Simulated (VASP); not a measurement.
# SiC (rocksalt type) (Fm-3m) in VASP: settings compared

The runs below take SiC (rocksalt type) through single point, with LDA, PBEsol.

All numbers are computed with VASP 6.6.1; they aren't measurements. Logs are shortened: lines on timing, memory, paths and dates and some standing lists are left out, and cuts for length are marked.

### Step 1. The cell of the first run

The structure is cubic, space group Fm-3m (No. 225). Conventional cell: a = 3.616 Å, b = 3.616 Å, c = 3.616 Å, α = 90.00°, β = 90.00°, γ = 90.00°. Si (site symmetry m-3m) has 6 C at 1.81 Å within 2.4 Å. Within 2.4 Å of C (site symmetry m-3m) lie 6 Si at 1.81 Å.

### Step 2. Single point, LDA

Contents of INCAR:

```
SYSTEM = SiC
  ALGO = Normal
  EDIFF = 1E-7
  ENCUT = 520
  ISIF = 2
  ISMEAR = -1
  LASPH = .TRUE.
  LCHARG = .FALSE.
  LREAL = .FALSE.
  LWAVE = .FALSE.
  NBANDS = 11
  NELM = 100
  PREC = Accurate
  SIGMA = 0.08
```

Contents of KPOINTS:

```
k-points
0
G
  17 17 17
  0 0 0
```

Contents of POSCAR:

```
SiC
1.0
    0.0000000000      1.8078014922      1.8078014922
    1.8078014922      0.0000000000      1.8078014922
    1.8078014922      1.8078014922      0.0000000000
Si C
1 1
Direct
    0.0000000000      0.0000000000      0.0000000000
    0.5000000000      0.5000000000      0.5000000000
```

Potentials or basis: VASP PAW LDA potentials, release 64 (Si, C).

Run with:

```
cat potpaw_LDA.64/Si/POTCAR potpaw_LDA.64/C/POTCAR > POTCAR
mpirun -np 1 vasp_std > vasp.out
```

OUTCAR:

```text
SYSTEM = SiC
   EDIFF = 1E-7
   ENCUT = 520
   ISIF = 2
   ISMEAR = -1
   LASPH = .TRUE.
   LREAL = .FALSE.
   NELM = 100
   PREC = Accurate

 ion  position               nearest neighbor table
   1  0.000  0.000  0.000-   2 1.81   2 1.81   2 1.81   2 1.81   2 1.81   2 1.81
   2  0.500  0.500  0.500-   1 1.81   1 1.81   1 1.81   1 1.81   1 1.81   1 1.81

  LATTYP: Found a face centered cubic cell.
 ALAT       =     3.6156029844

  Lattice vectors:

 A1 = (   0.0000000000,   1.8078014922,   1.8078014922)
 A2 = (   1.8078014922,   0.0000000000,   1.8078014922)
 A3 = (   1.8078014922,   1.8078014922,   0.0000000000)

Analysis of symmetry for initial positions (statically):
=====================================================================
 Subroutine PRICEL returns:
 Original cell was already a primitive cell.

 Routine SETGRP: Setting up the symmetry group for a
 face centered cubic supercell.

 Subroutine GETGRP returns: Found 48 space group operations
 (whereof 48 operations were pure point group operations)
 out of a pool of 48 trial point group operations.

The static configuration has the point symmetry O_h .

Analysis of symmetry for dynamics (positions and initial velocities):
=====================================================================
 Subroutine PRICEL returns:
 Original cell was already a primitive cell.

 Routine SETGRP: Setting up the symmetry group for a
 face centered cubic supercell.

 Subroutine GETGRP returns: Found 48 space group operations
 (whereof 48 operations were pure point group operations)
 out of a pool of 48 trial point group operations.

The dynamic configuration has the point symmetry O_h .

 Subroutine INISYM returns: Found 48 space group operations
 (whereof 48 operations are pure point group operations),
 and found     1 'primitive' translations

----------------------------------------------------------------------------------------

                                     Primitive cell

  volume of cell :      11.8163

  direct lattice vectors                    reciprocal lattice vectors
     0.000000000  1.807801492  1.807801492    -0.276579039  0.276579039  0.276579039
     1.807801492  0.000000000  1.807801492     0.276579039 -0.276579039  0.276579039
     1.807801492  1.807801492  0.000000000     0.276579039  0.276579039 -0.276579039

  length of vectors
     2.556617388  2.556617388  2.556617388     0.479048948  0.479048948  0.479048948

  position of ions in fractional coordinates (direct lattice)
     0.000000000  0.000000000  0.000000000
     0.500000000  0.500000000  0.500000000

[... 79 lines left out ...]
   NSW    =      0    number of steps for IOM
   IBRION =     -1    ionic relax: 0-MD 1-quasi-New 2-CG
   NFREE  =      0    steps in history (QN), initial steepest desc. (CG)
   ISIF   =      2    stress and relaxation
   ISYM   =      2    0-nonsym 1-usesym 2-fastsym
   POTIM  = 0.5000    time-step for ionic-motion
   TEBEG  =    0.0;   TEEND  =   0.0 temperature during run
   PSTRESS=    0.0 pullay stress
   NELECT =       8.0000    total number of electrons
   NUPDOWN=      -1.0000    fix difference up-down
   EMIN   =  10.00;   EMAX   =-10.00  energy-range for DOS
   EFERMI =   0.00;   METHOD = LEGACY
   ISMEAR =    -1;   SIGMA  =   0.08  broadening in eV -4-tet -1-fermi 0-gaus
   EFERMI_NEDOS =   21; number of points for ismear=-14 and -15
   IALGO  =     38    algorithm
   IMIX   =      4    mixing-type and parameters
     AMIX     =   0.40;   BMIX     =  1.00
     AMIX_MAG =   1.60;   BMIX_MAG =  1.00
  volume/ion in A,a.u.               =       5.91        39.87
  Fermi-wavevector in a.u.,A,eV,Ry     =   1.437510  2.716499 28.115539  2.066434
  Thomas-Fermi vector in A             =   2.556579
   LORBIT       =      0    0 simple, 1 ext, 2 COOP (PROOUT), +10 PAW based schemes
   GGA     = CA    functional components
   LHFCALC =     F    Hartree Fock is set to
   AEXX    =    0.0000 exact exchange contribution
   IVDW    =     0    specifies the selected vdW correction
   LEPSILON=     F    determine dielectric tensor
   LRPA    =     F    only Hartree local field effects (RPA)
 non-spin polarized calculation
  energy-cutoff  :      520.00
  volume of cell :       11.82
 maximum number of plane-waves:       331
   NGX =  9   NGY =  9   NGZ =  9

 number of electron       8.0000001 magnetization

 Free energy of the ion-electron system (eV)
  ---------------------------------------------------
  ext. energy  EPLUGINS =         0.00000000
  ---------------------------------------------------
  free energy    TOTEN  =       -13.63636975 eV

  energy without entropy =      -13.63632883  energy(sigma->0) =      -13.63634929

 E-fermi :  18.8184     XC(G=0): -14.3929

 val. band max:       18.4016934047   @ k =   0.0000   0.0000   0.0000
 cond. band min:      19.1502380031   @ k =   0.4706   0.4706   0.0000
 fundamental gap:      0.7485445984
 Fermi energy:        18.8183526464

 k-point     1 :       0.0000    0.0000    0.0000
  band No.  band energies     occupation
      1      -4.3188      2.00000
      2      18.4017      1.98912
      3      18.4017      1.98912
      4      18.4017      1.98912
      5      27.3542      0.00000
      6      27.3542      0.00000
      7      27.3542      0.00000
      8      33.1085      0.00000
      9      33.9773      0.00000
     10      33.9773      0.00000
     11      34.6095      0.00000
[... 309 lines left out ...]
 k-point    24 :      -0.1176    0.0588    0.0000
  band No.  band energies     occupation
      1      -3.6576      2.00000
      2      15.6981      2.00000
      3      16.9836      2.00000
      4      18.2052      1.99906
      5      26.8231      0.00000
      6      28.0837      0.00000
      7      28.8940      0.00000
      8      29.9880      0.00000
      9      31.8863      0.00000
     10      34.0802      0.00000
     11      35.7214      0.00000

 [... further k-points ...]
[... 5 lines left out ...]
  --------------------------------------------------------------------------------------
  -------------------------------------------------------------------------------------
  Total       11.9113458     11.9113458     11.9113458      0.0000000      0.0000000      0.0000000
  in kB     1615.0619901   1615.0619901   1615.0619901      0.0000000      0.0000000      0.0000000
  external PRESSURE =    1615.0619901 kB  Pullay stress =       0.0000000 kB

 VOLUME and BASIS-vectors are now :
 -----------------------------------------------------------------------------
  energy-cutoff  :      520.00
  volume of cell :       11.82
      direct lattice vectors                 reciprocal lattice vectors
     0.000000000  1.807801492  1.807801492    -0.276579039  0.276579039  0.276579039
     1.807801492  0.000000000  1.807801492     0.276579039 -0.276579039  0.276579039
     1.807801492  1.807801492  0.000000000     0.276579039  0.276579039 -0.276579039

 POSITION                                       TOTAL-FORCE (eV/Angst)
 -----------------------------------------------------------------------------------
      0.00000      0.00000      0.00000        -0.000000     -0.000000     -0.000000
      1.80780      1.80780      1.80780         0.000000      0.000000      0.000000
 -----------------------------------------------------------------------------------
    total drift:                                0.000000      0.000000      0.000000

  FREE ENERGIE OF THE ION-ELECTRON SYSTEM (eV)
  ---------------------------------------------------
  free  energy   TOTEN  =       -13.6363697531 eV

  energy  without entropy=      -13.6363288319  energy(sigma->0) =      -13.63634929
```

OSZICAR:

```text
N       E                     dE             d eps       ncg     rms          rms(c)
DAV:   1     0.184994553804E+01    0.18499E+01   -0.44595E+03  4140   0.649E+02
DAV:   2    -0.155346994516E+02   -0.17385E+02   -0.16493E+02  4561   0.117E+02
DAV:   3    -0.158732891268E+02   -0.33859E+00   -0.33786E+00  4373   0.118E+01
DAV:   4    -0.158737695861E+02   -0.48046E-03   -0.48044E-03  4025   0.542E-01
DAV:   5    -0.158737702882E+02   -0.70207E-06   -0.70189E-06  4306   0.191E-02    0.136E+01
DAV:   6    -0.138055924846E+02    0.20682E+01   -0.48354E+00  3864   0.119E+01    0.681E+00
DAV:   7    -0.136457645173E+02    0.15983E+00   -0.78334E-01  4230   0.526E+00    0.212E+00
DAV:   8    -0.136374268837E+02    0.83376E-02   -0.10493E-02  3850   0.775E-01    0.539E-01
DAV:   9    -0.136363727227E+02    0.10542E-02   -0.52944E-04  4286   0.174E-01    0.189E-01
DAV:  10    -0.136363703306E+02    0.23920E-05   -0.11015E-05  4173   0.273E-02    0.350E-02
DAV:  11    -0.136363697977E+02    0.53291E-06   -0.94402E-07  4016   0.847E-03    0.905E-03
DAV:  12    -0.136363697531E+02    0.44665E-07   -0.58244E-08  2136   0.147E-03
   1 F= -.13636370E+02 E0= -.13636349E+02  d E =-.409212E-04
```

stdout:

```text
POSCAR found type information on POSCAR SiC
 POSCAR found :  2 types and       2 ions
 scaLAPACK will be used
 LDA part: xc-table for (Slater(with rela. corr.)+CA(PZ))
 , standard interpolation
 POSCAR, INCAR and KPOINTS ok, starting setup
 FFT: planning ... GRIDC
 FFT: planning ... GRID_SOFT
 FFT: planning ... GRID
 WAVECAR not read
 entering main loop
```

Run time: 27 s. Hardware: 1 thread of Intel Xeon 8259CL, shared host; peak memory 0.13 GiB.

What came out:

- Free energy: -13.6364 eV
- Pressure: 161.5 GPa
- Band gap on the k mesh: 0.75 eV, indirect (least direct gap 6.49 eV)

Levels at points of the mesh, in eV from the valence-band top:
| k point | band 1 | band 2 | band 3 | band 4 | band 5 | band 6 | band 7 | band 8 | band 9 |
| --- | --- | --- | --- | --- | --- | --- | --- | --- | --- |
| (0.00, 0.00, 0.00) | -22.72 | 0.00 | 0.00 | 0.00 | 8.95 | 8.95 | 8.95 | 14.71 | 15.58 |

### Step 3. Single point, PBEsol (volume scaled by 0.8)

Contents of INCAR:

```
SYSTEM = SiC
  ALGO = Normal
  EDIFF = 1E-6
  ENCUT = 520
  GGA = PS
  ISIF = 2
  ISMEAR = -1
  LASPH = .TRUE.
  LCHARG = .TRUE.
  LELF = .TRUE.
  LREAL = .FALSE.
  LVHAR = .TRUE.
  LWAVE = .FALSE.
  NBANDS = 11
  NELM = 60
  PREC = Accurate
  SIGMA = 0.08
```

KPOINTS is that of step 2.

Contents of POSCAR:

```
SiC
1.0
    0.0000000000      1.8724198536      1.8724198536
    1.8724198536      0.0000000000      1.8724198536
    1.8724198536      1.8724198536      0.0000000000
Si C
1 1
Direct
    0.0000000000      0.0000000000      0.0000000000
    0.5000000000      0.5000000000      0.5000000000
```

Potentials or basis: VASP PAW PBE potentials, release 64 (Si, C).

Run with:

```
cat potpaw_PBE.64/Si/POTCAR potpaw_PBE.64/C/POTCAR > POTCAR
mpirun -np 1 vasp_std > vasp.out
```

Run time: 28 s. Hardware: 1 thread of Intel Xeon 8259CL, shared host; peak memory 0.13 GiB.

Results (log left out):

```
Free energy            : -13.7983 eV
Pressure               : 95.0 GPa
Band gap on the k mesh : 0.84 eV, indirect (least direct gap 6.14 eV)
```

Levels at points of the mesh, in eV from the valence-band top:
| k point | band 2 | band 3 | band 4 | band 5 | band 6 | band 7 |
| --- | --- | --- | --- | --- | --- | --- |
| (0.00, 0.00, 0.00) | 0.00 | 0.00 | 0.00 | 8.90 | 8.90 | 8.90 |

Caveat: the PAW data sets were made with another functional, which shifts forces and pressure a little. A k mesh can miss the band edges.
